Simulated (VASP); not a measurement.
Here is a VASP 6.6.1 calculation.

Contents of INCAR:

```
ALGO = Normal ; EDIFF = 1E-7
ENCUT = 520 ; GGA = RE
ISIF = 2 ; ISMEAR = 1
ISPIN = 2 ; IVDW = 12
LASPH = T ; LCHARG = T
LELF = T ; LORBIT = 11
LREAL = F ; LVHAR = T
LWAVE = F ; MAGMOM = -0.37
NBANDS = 12 ; NELM = 150
PREC = Accurate ; SIGMA = 0.025
```

File KPOINTS:

```
k-points
0
Gamma
  12 12 12
```

POSCAR

```
Al
1.0
   -1.7140883726      1.7140883726      1.7140883726
    1.7140883726     -1.7140883726      1.7140883726
    1.7140883726      1.7140883726     -1.7140883726
Al
1
Direct
    0.0000000000      0.0000000000      0.0000000000
```

Potentials or basis: VASP PAW PBE potentials, release 64 (Al).

Launch:

```sh
$ cat potpaw_PBE.64/Al/POTCAR > POTCAR
$ mpirun -np 1 vasp_std > vasp.out
```

(1) What does it give for the dispersion energy per atom?

(2) Estimate the pressure.

Results:

(1) -0.519 eV.

(2) -11.7 GPa.

Caveat: three body term missing; the PAW data sets were made with another functional, which shifts forces and pressure a little; pairwise dispersion overbinds metals, which lowers pressure and volume.
